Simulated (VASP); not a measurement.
# Al (I4/mmm) in VASP: further runs

The runs below take Al through single point, with PBEsol.

Everything below comes from runs of VASP 6.6.1. Logs are shortened: lines on timing, memory, paths and dates and some standing lists are left out, and cuts for length are marked.

## Step 1: The cell of the first run

The structure is tetragonal, space group I4/mmm (No. 139). The conventional cell has a = 2.819 Å, b = 2.819 Å, c = 4.048 Å, α = 90.00°, β = 90.00°, γ = 90.00°. Within 3.7 Å of Al (site symmetry 4/mmm) lie 12 Al at 2.82 to 2.84 Å.

## Step 2: Single point, PBEsol (strain -0.015 along x and y, +0.000 along z)

Contents of INCAR:

```
SYSTEM = Al
ALGO = Normal
EDIFF = 1E-7
ENCUT = 520
GGA = PS
ISIF = 2
ISMEAR = 0
LASPH = .TRUE.
LCHARG = .TRUE.
LELF = .TRUE.
LREAL = .FALSE.
LVHAR = .TRUE.
LWAVE = .FALSE.
NBANDS = 8
NELM = 60
PREC = Accurate
SIGMA = 0.15
```

Contents of KPOINTS:

```
k-points
0
G
  20 20 20
  0 0 0
```

Contents of POSCAR:

```
Al
1.0
    0.0000000000      1.9936203000      2.0239800000
    1.9936203000      0.0000000000      2.0239800000
    1.9936203000      1.9936203000      0.0000000000
Al
1
Direct
    0.0000000000      0.0000000000      0.0000000000
```

Potentials or basis: VASP PAW PBE potentials, release 64 (Al).

On the command line:

```console
> cat potpaw_PBE.64/Al/POTCAR > POTCAR
> mpirun -np 1 vasp_std > vasp.out
```

OUTCAR:

```text
SYSTEM = Al
   EDIFF = 1E-7
   ENCUT = 520
   GGA = PS
   ISIF = 2
   ISMEAR = 0
   LASPH = .TRUE.
   LREAL = .FALSE.
   NELM = 60
   PREC = Accurate

 ion  position               nearest neighbor table
   1  0.000  0.000  0.000-

  LATTYP: Found a body centered tetragonal cell.
 ALAT       =     2.8194048665
 C/A-ratio  =     1.4357498095

  Lattice vectors:

 A1 = (  -1.9936203000,   0.0000000000,   2.0239800000)
 A2 = (   1.9936203000,   0.0000000000,   2.0239800000)
 A3 = (   0.0000000000,   1.9936203000,  -2.0239800000)

Analysis of symmetry for initial positions (statically):
=====================================================================
 Subroutine PRICEL returns:
 Original cell was already a primitive cell.

 Routine SETGRP: Setting up the symmetry group for a
 body centered tetragonal supercell.

 Subroutine GETGRP returns: Found 16 space group operations
 (whereof 16 operations were pure point group operations)
 out of a pool of 16 trial point group operations.

The static configuration has the point symmetry D_4h.

Analysis of symmetry for dynamics (positions and initial velocities):
=====================================================================
 Subroutine PRICEL returns:
 Original cell was already a primitive cell.

 Routine SETGRP: Setting up the symmetry group for a
 body centered tetragonal supercell.

 Subroutine GETGRP returns: Found 16 space group operations
 (whereof 16 operations were pure point group operations)
 out of a pool of 16 trial point group operations.

The dynamic configuration has the point symmetry D_4h.

 Subroutine INISYM returns: Found 16 space group operations
 (whereof 16 operations are pure point group operations),
 and found     1 'primitive' translations

----------------------------------------------------------------------------------------

                                     Primitive cell

  volume of cell :      16.0887

  direct lattice vectors                    reciprocal lattice vectors
     0.000000000  1.993620300  2.023980000    -0.250800014  0.250800014  0.247038014
     1.993620300  0.000000000  2.023980000     0.250800014 -0.250800014  0.247038014
     1.993620300  1.993620300  0.000000000     0.250800014  0.250800014 -0.247038014

  length of vectors
     2.840953527  2.840953527  2.819404866     0.432237290  0.432237290  0.432237290

  position of ions in fractional coordinates (direct lattice)
     0.000000000  0.000000000  0.000000000

  ion indices of the primitive-cell ions
   primitive index   ion index
                 1           1

----------------------------------------------------------------------------------------

 KPOINTS: k-points

Automatic generation of k-mesh.
 Grid dimensions read from file:
 generate k-points for:   20   20   20

 Generating k-lattice:

  Cartesian coordinates                     Fractional coordinates (reciprocal lattice)
    -0.012540001  0.012540001  0.012351901     0.050000000  0.000000000  0.000000000
     0.012540001 -0.012540001  0.012351901     0.000000000  0.050000000  0.000000000
     0.012540001  0.012540001 -0.012351901     0.000000000  0.000000000  0.050000000

  Length of vectors
     0.021611865  0.021611865  0.021611865

  Shift w.r.t. Gamma in fractional coordinates (k-lattice)
     0.000000000  0.000000000  0.000000000

 Subroutine IBZKPT returns following result:
 ===========================================

 Found    641 irreducible k-points:

 Following reciprocal coordinates:
            Coordinates               Weight
  0.000000  0.000000  0.000000      1.000000
  0.050000  0.000000  0.000000      8.000000
  0.100000  0.000000  0.000000      8.000000
  0.150000  0.000000  0.000000      8.000000
  0.200000  0.000000  0.000000      8.000000
  0.250000  0.000000  0.000000      8.000000
[... 16 lines left out ...]
 -0.400000  0.050000  0.000000      8.000000
 -0.350000  0.050000  0.000000      8.000000
 [... further k-points ...]
   k-points           NKPTS =    641   k-points in BZ     NKDIM =    641   number of bands    NBANDS=      8
   number of dos      NEDOS =    301   number of ions     NIONS =      1
   total plane-waves  NPLWV =  13824
   dimension x,y,z NGX =    24 NGY =   24 NGZ =   24
   dimension x,y,z NGXF=    48 NGYF=   48 NGZF=   48
   ions per type =               1
   NGX,Y,Z   is equivalent  to a cutoff of  14.04, 14.04, 14.15 a.u.
   NGXF,Y,Z  is equivalent  to a cutoff of  28.09, 28.09, 28.30 a.u.
 SYSTEM =  Al
   PREC   = accura    normal or accurate (medium, high low for compatibility)
   ISTART =      0    job   : 0-new  1-cont  2-samecut
   ICHARG =      2    charge: 1-file 2-atom 10-const
   ISPIN  =      1    spin polarized calculation?
   LNONCOLLINEAR =      F non collinear calculations
   LSORBIT =      F    spin-orbit coupling
   LASPH  =      T    aspherical Exc in radial PAW
   ENCUT  =  520.0 eV  38.22 Ry    6.18 a.u.   5.28  5.28  5.24*2*pi/ulx,y,z
   NELM   =     60;   NELMIN=  2; NELMDL= -5     # of ELM steps
   EDIFF  = 0.1E-06   stopping-criterion for ELM
   LREAL  =      F    real-space projection
   EDIFFG = 0.1E-05   stopping-criterion for IOM
   NSW    =      0    number of steps for IOM
   IBRION =     -1    ionic relax: 0-MD 1-quasi-New 2-CG
   NFREE  =      0    steps in history (QN), initial steepest desc. (CG)
   ISIF   =      2    stress and relaxation
   ISYM   =      2    0-nonsym 1-usesym 2-fastsym
   POTIM  = 0.5000    time-step for ionic-motion
   TEBEG  =    0.0;   TEEND  =   0.0 temperature during run
   PSTRESS=    0.0 pullay stress
   NELECT =       3.0000    total number of electrons
   NUPDOWN=      -1.0000    fix difference up-down
   EMIN   =  10.00;   EMAX   =-10.00  energy-range for DOS
   EFERMI =   0.00;   METHOD = LEGACY
   ISMEAR =     0;   SIGMA  =   0.15  broadening in eV -4-tet -1-fermi 0-gaus
   EFERMI_NEDOS =   21; number of points for ismear=-14 and -15
   IALGO  =     38    algorithm
   IMIX   =      4    mixing-type and parameters
     AMIX     =   0.40;   BMIX     =  1.00
     AMIX_MAG =   1.60;   BMIX_MAG =  1.00
  volume/ion in A,a.u.               =      16.09       108.57
  Fermi-wavevector in a.u.,A,eV,Ry     =   0.935280  1.767423 11.901673  0.874748
  Thomas-Fermi vector in A             =   2.062171
   LORBIT       =      0    0 simple, 1 ext, 2 COOP (PROOUT), +10 PAW based schemes
   GGA     = PS    functional components
   LHFCALC =     F    Hartree Fock is set to
   AEXX    =    0.0000 exact exchange contribution
   IVDW    =     0    specifies the selected vdW correction
   LEPSILON=     F    determine dielectric tensor
   LRPA    =     F    only Hartree local field effects (RPA)
 non-spin polarized calculation
 Gauss-broadening in eV      SIGMA  =   0.15
  energy-cutoff  :      520.00
  volume of cell :       16.09
 maximum number of plane-waves:       448
 NGX is ok and might be reduce to    24
   NGX = 11   NGY = 11   NGZ = 11

 number of electron       3.0000000 magnetization

 Free energy of the ion-electron system (eV)
  ---------------------------------------------------
  ext. energy  EPLUGINS =         0.00000000
  ---------------------------------------------------
  free energy    TOTEN  =        -4.09370179 eV

  energy without entropy =       -4.08919735  energy(sigma->0) =       -4.09144957

 E-fermi :   8.2543     XC(G=0): -10.3494

 val. band max:        8.2514454768   @ k =  -0.2000   0.4000   0.3000
 cond. band min:       8.2601749382   @ k =  -0.3000   0.4000   0.1000
 fundamental gap:      0.0087294614
 Fermi energy:         8.2543447579

 k-point     1 :       0.0000    0.0000    0.0000
  band No.  band energies     occupation
      1      -3.0904      2.00000
      2      20.8417      0.00000
      3      21.0080      0.00000
      4      21.0080      0.00000
      5      22.6199      0.00000
      6      22.6199      0.00000
      7      22.6668      0.00000
      8      24.8870      0.00000

 k-point     2 :       0.0500    0.0000    0.0000
  band No.  band energies     occupation
      1      -3.0213      2.00000
      2      19.6623      0.00000
      3      20.6570      0.00000
      4      20.7667      0.00000
      5      22.9713      0.00000
      6      22.9965      0.00000
      7      23.1422      0.00000
      8      25.6232      0.00000

 k-point     3 :       0.1000    0.0000    0.0000
  band No.  band energies     occupation
      1      -2.8142      2.00000
      2      17.6656      0.00000
      3      20.2023      0.00000
      4      20.3313      0.00000
      5      23.2392      0.00000
      6      23.7250      0.00000
      7      23.7519      0.00000
      8      26.2439      0.00000

 k-point     4 :       0.1500    0.0000    0.0000
  band No.  band energies     occupation
      1      -2.4697      2.00000
      2      15.6192      0.00000
      3      19.7718      0.00000
      4      19.9263      0.00000
      5      23.1047      0.00000
      6      24.3946      0.00000
      7      24.5386      0.00000
      8      25.5466      0.00000

 k-point     5 :       0.2000    0.0000    0.0000
  band No.  band energies     occupation
      1      -1.9889      2.00000
      2      13.6203      0.00000
      3      19.4250      0.00000
      4      19.6082      0.00000
      5      22.9344      0.00000
      6      23.8269      0.00000
      7      24.3479      0.00000
      8      26.1461      0.00000
[... 177 lines left out ...]
 k-point    22 :      -0.4500    0.0500    0.0000
  band No.  band energies     occupation
      1       2.8722      2.00000
      2       4.6204      2.00000
      3      17.8269      0.00000
      4      19.3071      0.00000
      5      20.5117      0.00000
      6      20.8594      0.00000
      7      24.0079      0.00000
      8      24.5330      0.00000

 k-point    23 :      -0.4000    0.0500    0.0000
  band No.  band energies     occupation
      1       1.7010      2.00000
      2       6.0699      2.00000
      3      17.5906      0.00000
      4      19.8514      0.00000
      5      20.5824      0.00000
      6      21.0492      0.00000
      7      23.6771      0.00000
      8      25.0915      0.00000

 k-point    24 :      -0.3500    0.0500    0.0000
  band No.  band energies     occupation
      1       0.6497      2.00000
      2       7.6397      2.00000
      3      17.4725      0.00000
      4      20.4168      0.00000
      5      20.5134      0.00000
      6      21.6972      0.00000
      7      23.4622      0.00000
      8      25.7506      0.00000

 [... further k-points ...]
[... 5 lines left out ...]
  --------------------------------------------------------------------------------------
  -------------------------------------------------------------------------------------
  Total        0.0680994      0.0680994      0.0164644      0.0000000      0.0000000     -0.0000000
  in kB        6.7816111      6.7816111      1.6395883      0.0000000      0.0000000     -0.0000000
  external PRESSURE =       5.0676035 kB  Pullay stress =       0.0000000 kB

 VOLUME and BASIS-vectors are now :
 -----------------------------------------------------------------------------
  energy-cutoff  :      520.00
  volume of cell :       16.09
      direct lattice vectors                 reciprocal lattice vectors
     0.000000000  1.993620300  2.023980000    -0.250800014  0.250800014  0.247038014
     1.993620300  0.000000000  2.023980000     0.250800014 -0.250800014  0.247038014
     1.993620300  1.993620300  0.000000000     0.250800014  0.250800014 -0.247038014

 POSITION                                       TOTAL-FORCE (eV/Angst)
 -----------------------------------------------------------------------------------
      0.00000      0.00000      0.00000        -0.000000      0.000000      0.000000
 -----------------------------------------------------------------------------------
    total drift:                                0.000000      0.000000     -0.000000

  FREE ENERGIE OF THE ION-ELECTRON SYSTEM (eV)
  ---------------------------------------------------
  free  energy   TOTEN  =        -4.0937017901 eV

  energy  without entropy=       -4.0891973535  energy(sigma->0) =       -4.09144957
```

Run time: 2.1 min. Hardware: 1 thread of AMD EPYC 7R43 (Zen 3), shared host; peak memory 0.15 GiB.

What came out:

```yaml
Free_energy: -4.0937 eV
Pressure: 0.5 GPa
```

Levels at points of the mesh, in eV from the Fermi level:
```csv
k point,band 1,band 2,band 3,band 4,band 5
"(0.00, 0.00, 0.00)",-11.34,12.59,12.75,12.75,14.37
"(0.50, 0.00, 0.00)",-4.73,-4.45,11.33,11.42,11.69
"(0.50, 0.50, 0.00)",-3.17,-1.86,5.34,5.86,5.86
"(0.50, 0.00, 0.50)",-2.94,-1.55,5.16,5.52,5.63
```

Caveat: the cell differs from its parent crystal (strain -0.015 along x and y, +0.000 along z); the PAW data sets were made with another functional, which shifts forces and pressure a little.

## Step 3: Single point, PBEsol (strain +0.000 along x and y, -0.015 along z)

Contents of INCAR:

```
SYSTEM = Al
ALGO = Normal
EDIFF = 1E-7
ENCUT = 520
GGA = PS
ISIF = 2
ISMEAR = 0
LASPH = .True.
LCHARG = .False.
LREAL = .False.
LWAVE = .False.
NBANDS = 8
NELM = 80
PREC = Accurate
SIGMA = 0.15
```

Contents of KPOINTS:

```
k-points
0
Gamma
  20 20 20
  0 0 0
```

Contents of POSCAR:

```
Al
1.0
    0.0000000000      2.0239800000      1.9936203000
    2.0239800000      0.0000000000      1.9936203000
    2.0239800000      2.0239800000      0.0000000000
Al
1
Direct
    0.0000000000      0.0000000000      0.0000000000
```

Potentials or basis: VASP PAW PBE potentials, release 64 (Al).

On the command line:

```console
> cat potpaw_PBE.64/Al/POTCAR > POTCAR
> mpirun -np 1 vasp_std > vasp.out
```

OUTCAR:

```text
SYSTEM = Al
   EDIFF = 1E-7
   ENCUT = 520
   GGA = PS
   ISIF = 2
   ISMEAR = 0
   LASPH = .True.
   LREAL = .False.
   NELM = 80
   PREC = Accurate

 ion  position               nearest neighbor table
   1  0.000  0.000  0.000-

  LATTYP: Found a body centered tetragonal cell.
 ALAT       =     2.8623399660
 C/A-ratio  =     1.3930003589

  Lattice vectors:

 A1 = (   0.0000000000,  -2.0239800000,  -1.9936203000)
 A2 = (   0.0000000000,   2.0239800000,  -1.9936203000)
 A3 = (   2.0239800000,   0.0000000000,   1.9936203000)

Analysis of symmetry for initial positions (statically):
=====================================================================
 Subroutine PRICEL returns:
 Original cell was already a primitive cell.

 Routine SETGRP: Setting up the symmetry group for a
 body centered tetragonal supercell.

 Subroutine GETGRP returns: Found 16 space group operations
 (whereof 16 operations were pure point group operations)
 out of a pool of 16 trial point group operations.
[... 156 lines left out ...]
  ext. energy  EPLUGINS =         0.00000000
  ---------------------------------------------------
  free energy    TOTEN  =        -4.09362223 eV

  energy without entropy =       -4.08897188  energy(sigma->0) =       -4.09129705

 E-fermi :   8.0907     XC(G=0): -10.2940

 val. band max:        8.0822753386   @ k =  -0.3000   0.0000   0.2500
 cond. band min:       8.0973519162   @ k =   0.4500   0.2000   0.0500
 fundamental gap:      0.0150765776
 Fermi energy:         8.0906750880

 k-point     1 :       0.0000    0.0000    0.0000
  band No.  band energies     occupation
      1      -3.1445      2.00000
      2      20.6550      0.00000
      3      20.6550      0.00000
      4      20.8174      0.00000
      5      22.2443      0.00000
      6      22.2920      0.00000
      7      22.2920      0.00000
      8      24.6162      0.00000
[... 243 lines left out ...]
 k-point    24 :      -0.3500    0.0500    0.0000
  band No.  band energies     occupation
      1       0.5347      2.00000
      2       7.5282      2.00000
      3      17.6311      0.00000
      4      19.7654      0.00000
      5      19.9063      0.00000
      6      21.3497      0.00000
      7      23.0094      0.00000
      8      25.9592      0.00000

 [... further k-points ...]
[... 5 lines left out ...]
  --------------------------------------------------------------------------------------
  -------------------------------------------------------------------------------------
  Total       -0.0792958     -0.0792958     -0.0575098      0.0000000      0.0000000     -0.0000000
  in kB       -7.7781462     -7.7781462     -5.6411478      0.0000000      0.0000000     -0.0000000
  external PRESSURE =      -7.0658134 kB  Pullay stress =       0.0000000 kB

 VOLUME and BASIS-vectors are now :
 -----------------------------------------------------------------------------
  energy-cutoff  :      520.00
  volume of cell :       16.33
      direct lattice vectors                 reciprocal lattice vectors
     0.000000000  2.023980000  1.993620300    -0.247038014  0.247038014  0.250800014
     2.023980000  0.000000000  1.993620300     0.247038014 -0.247038014  0.250800014
     2.023980000  2.023980000  0.000000000     0.247038014  0.247038014 -0.250800014

 POSITION                                       TOTAL-FORCE (eV/Angst)
 -----------------------------------------------------------------------------------
      0.00000      0.00000      0.00000         0.000000      0.000000      0.000000
 -----------------------------------------------------------------------------------
    total drift:                               -0.000000     -0.000000     -0.000000

  FREE ENERGIE OF THE ION-ELECTRON SYSTEM (eV)
  ---------------------------------------------------
  free  energy   TOTEN  =        -4.0936222270 eV

  energy  without entropy=       -4.0889718779  energy(sigma->0) =       -4.09129705
```

stdout:

```text
POSCAR found type information on POSCAR Al
 POSCAR found :  1 types and       1 ions
 scaLAPACK will be used
 -----------------------------------------------------------------------------
|                                                                             |
|                                                                             |
|     You enforced a specific xc type in the INCAR file but a different       |
|     I HOPE YOU KNOW WHAT YOU ARE DOING!                                     |
|                                                                             |
 -----------------------------------------------------------------------------

 LDA part: xc-table for (Slater+PW92), standard interpolation
 POSCAR, INCAR and KPOINTS ok, starting setup
 FFT: planning ... GRIDC
 FFT: planning ... GRID_SOFT
 FFT: planning ... GRID
 WAVECAR not read
 entering main loop
```

Wall time 1.9 min (1 thread of AMD EPYC 7R43 (Zen 3), shared host); peak memory 0.15 GiB.

What came out:

- Free energy: -4.0936 eV
- Pressure: -0.7 GPa

Caveat: the cell differs from its parent crystal (strain +0.000 along x and y, -0.015 along z); the PAW data sets were made with another functional, which shifts forces and pressure a little.
